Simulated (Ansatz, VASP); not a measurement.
Two plane-wave programs on Sc3C

```
Sc C
1.0
     8.46875    0.00000    0.00000
    -4.23437    7.33415    0.00000
     0.00000    0.00000    3.02898
Sc C
6 2
Cartesian
  4.2344 4.1366 0.7572
  -1.4652 5.7354 2.2717
  2.7691 1.5988 0.7572
  0.0000 3.1975 2.2717
  5.6996 1.5988 0.7572
  1.4652 5.7354 2.2717
  0.0000 4.8894 0.7572
  4.2344 2.4447 2.2717
```

Alike in both runs: functional PBE; k mesh 3 × 3 × 6; occupations gaussian, width 0.1 eV; no spin polarisation.

Ansatz relaxed the structure, and its values are those at the end. VASP's run is a single point on that final structure, the one shown.

|  | VASP | Ansatz |
| --- | --- | --- |
| version | VASP 6.6.1 | Ansatz 0.2.0 |
| potentials or method | VASP PAW PBE potentials, release 64 (Sc_sv, C), cutoff 520 eV | scalar-relativistic, plane waves, PAW |
| valence electrons in the cell | 74 | 74 |

VASP gave:

| Item | Value |
| --- | --- |
| gap on the k mesh at the Fermi level (eV) | none |
| pressure (GPa) | 0.1 |
| rms of the force components (eV/Å) | 0.011 |

What did Ansatz give for the same quantities?

gap on the k mesh at the Fermi level (eV): none; pressure (GPa): -0.1; rms of the force components (eV/Å): 0.016.

A gap of «none» marks a metal or a gap that the smearing closes.
